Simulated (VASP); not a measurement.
## NaCl: single point with r2SCAN

Crystal: NaCl.

```
Na Cl
1.0
     0.04582    2.80270    2.80270
     2.80270    0.04582    2.80270
     2.84852    2.84852    0.00000
Na Cl
1 1
Direct
  0.00000 0.00000 0.00000
  0.50000 0.50000 0.50000
```

This cell differs from its parent crystal: shear xy strain +3.3%.

```yaml
Program: VASP 6.6.1
Task: single point
Functional: r2SCAN
Potentials_or_basis: VASP PAW PBE potentials, release 64 (Na_pv, Cl)
Cutoff: 520 eV
k_mesh: 8 × 8 × 8
Occupations: gaussian, width 0.01 eV
Spin: no spin polarisation
```

```
Pressure               : -0.1 GPa
Band gap on the k mesh : 5.93 eV, direct
```

Stress tensor (GPa, compression positive):
```
-0.13 -0.50  0.00
-0.50 -0.13  0.00
 0.00  0.00 -0.16
```

Levels at points of the mesh, in eV from the valence-band top:
| k point | band 4 | band 5 | band 6 | band 7 | band 8 | band 9 | band 10 | band 11 |
| --- | --- | --- | --- | --- | --- | --- | --- | --- |
| (0.00, 0.00, 0.00) | -13.33 | -0.13 | -0.07 | 0.00 | 5.93 | 11.48 | 11.72 | 11.95 |
| (0.50, 0.00, 0.00) | -12.96 | -2.03 | -0.42 | -0.36 | 7.87 | 11.55 | 11.76 | 11.83 |
| (0.50, 0.50, 0.00) | -12.92 | -1.80 | -0.78 | -0.59 | 8.31 | 8.66 | 12.28 | 15.84 |
| (0.00, 0.00, 0.50) | -12.98 | -2.06 | -0.35 | -0.28 | 7.96 | 11.57 | 11.74 | 11.95 |
| (0.50, 0.00, 0.50) | -12.92 | -1.80 | -0.69 | -0.69 | 8.43 | 8.53 | 12.27 | 16.02 |

Wall time 2.9 min on 1 thread of AMD EPYC 9R14 (Zen 4) (shared host), peak memory 0.16 GiB.

Caveat: the cell differs from its parent crystal (shear xy strain +3.3%); the PAW data sets were made with another functional, which shifts forces and pressure a little. A k mesh can miss the band edges.
